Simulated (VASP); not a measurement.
Here is a VASP 6.6.1 calculation.

INCAR

```
SYSTEM = Ti
  PREC = Accurate
  ENCUT = 520
  EDIFF = 1E-7
  ISMEAR = 0
  SIGMA = 0.15
  LREAL = .False.
  LASPH = .True.
  NELM = 60
  ALGO = Fast
  ISIF = 2
  LWAVE = .False.
  LCHARG = .False.
  GGA = PE
  NBANDS = 12
```

File KPOINTS:

```
regular mesh
0
Gamma
  22 22 22
  0 0 0
```

The input POSCAR:

```
Ti
1.0
   -1.6384485501      1.6384485501      1.5204802545
    1.6384485501     -1.6384485501      1.5204802545
    1.6384485501      1.6384485501     -1.5204802545
Ti
1
Direct
    0.0000000000      0.0000000000      0.0000000000
```

Potentials or basis: VASP PAW PBE potentials, release 64 (Ti_sv).

The run is started by

```console
$ cat potpaw_PBE.64/Ti_sv/POTCAR > POTCAR
$ mpirun -np 1 vasp_std > vasp.out
```

(1) Predict the pressure.

(2) What does it give for the band gap on the k mesh?

Results:

(1) 6.2 GPa.

(2) zero (band 6 reaches 9.72 eV, above the bottom of band 7 at 8.10 eV).
